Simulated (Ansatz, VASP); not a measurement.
**One calculation of TaInS3, two programs**

Contents of INCAR:

```
SYSTEM = TaInS3
  PREC = Accurate
  ENCUT = 520
  EDIFF = 1E-6
  ISMEAR = 0
  SIGMA = 0.1
  LREAL = .False.
  LASPH = .True.
  NELM = 150
  ALGO = Normal
  ISIF = 2
  LWAVE = .False.
  LCHARG = .False.
  ISPIN = 2
  MAGMOM = 1 1 0 0 0 0 0 0 0 0
  LORBIT = 11
  LMAXMIX = 4
  GGA = PE
  NBANDS = 57
```

Contents of KPOINTS:

```
Automatic mesh
0
Gamma
  4 4 4
  0 0 0
```

File POSCAR:

```
TaInS3
1.0
   -3.3191495938      3.3191495938      4.9397439207
    3.3191495938     -3.3191495938      4.9397439207
    3.3191495938      3.3191495938     -4.9397439207
Ta In S
2 2 6
Direct
    0.5000000000      0.5000000000      0.0000000000
    0.0000000000      0.0000000000      0.0000000000
    0.7500000000      0.2500000000      0.5000000000
    0.2500000000      0.7500000000      0.5000000000
    0.3178031042      0.8178031042      0.1356062084
    0.8178031042      0.6821968958      0.5000000000
    0.7500000000      0.7500000000      0.0000000000
    0.6821968958      0.1821968958      0.8643937916
    0.1821968958      0.3178031042      0.5000000000
    0.2500000000      0.2500000000      0.0000000000
```

Input for Ansatz:

```yaml
crystal:
  lattice:
    - [-3.3191495938, 3.3191495938, 4.9397439207]
    - [3.3191495938, -3.3191495938, 4.9397439207]
    - [3.3191495938, 3.3191495938, -4.9397439207]
  atoms:
    - { symbol: Ta, position: [0.5, 0.5, 0.0], spin: 1.0 }
    - { symbol: Ta, position: [0.0, 0.0, 0.0], spin: 1.0 }
    - { symbol: In, position: [0.75, 0.25, 0.5] }
    - { symbol: In, position: [0.25, 0.75, 0.5] }
    - { symbol: S, position: [0.3178031042, 0.8178031042, 0.1356062084] }
    - { symbol: S, position: [0.8178031042, 0.6821968958, 0.5] }
    - { symbol: S, position: [0.75, 0.75, 0.0] }
    - { symbol: S, position: [0.6821968958, 0.1821968958, 0.8643937916] }
    - { symbol: S, position: [0.1821968958, 0.3178031042, 0.5] }
    - { symbol: S, position: [0.25, 0.25, 0.0] }
basis:
  ecutwfc: 420
kpoints:
  mp_grid: { grid: [4, 4, 4] }
hamiltonian:
  xc: pbe
scf:
  occupations: { method: gaussian, width: 0.1 }
  lower_state_search: "off"
output:
  forces: true
  stress: true
  eigenvalues: true
  populations: true
magnetization:
  spin_polarized: true
```

Alike in both runs: task single point; functional PBE; k mesh 4 × 4 × 4; occupations gaussian, width 0.1 eV; collinear spin.

|  | VASP | Ansatz |
| --- | --- | --- |
| version | VASP 6.6.1 | Ansatz 0.2.0 |
| potentials or method | VASP PAW PBE potentials, release 64 (Ta_pv, In_d, S), cutoff 520 eV | scalar-relativistic, plane waves, PAW |
| valence electrons in the cell | 84 | 88 |

Ansatz gave:

| Quantity | Value |
| --- | --- |
| gap on the k mesh at the Fermi level (eV) | none |
| pressure (GPa) | 0.0 |
| traceless stress, the component that is largest in VASP (GPa) | -0.41 |
| rms of the force components (eV/Å) | 0.012 |
| net moment per atom (μB) | 0.00 |

Problem. What did VASP give for the same quantities?

Solution. gap on the k mesh at the Fermi level (eV): none; pressure (GPa): 0.0; traceless stress, the component that is largest in VASP (GPa): -0.40; rms of the force components (eV/Å): 0.014; net moment per atom (μB): 0.00.

Atom by atom the forces differ by 0.002 eV/Å (rms over components). A gap of «none» marks a metal or a gap that the smearing closes. VASP's potentials hold 84 valence electrons a cell and Ansatz's 88, so a difference there can come from the potentials and not from the codes. Ansatz's warnings: seeded moment not kept.

Spin-orbit coupling is off throughout.
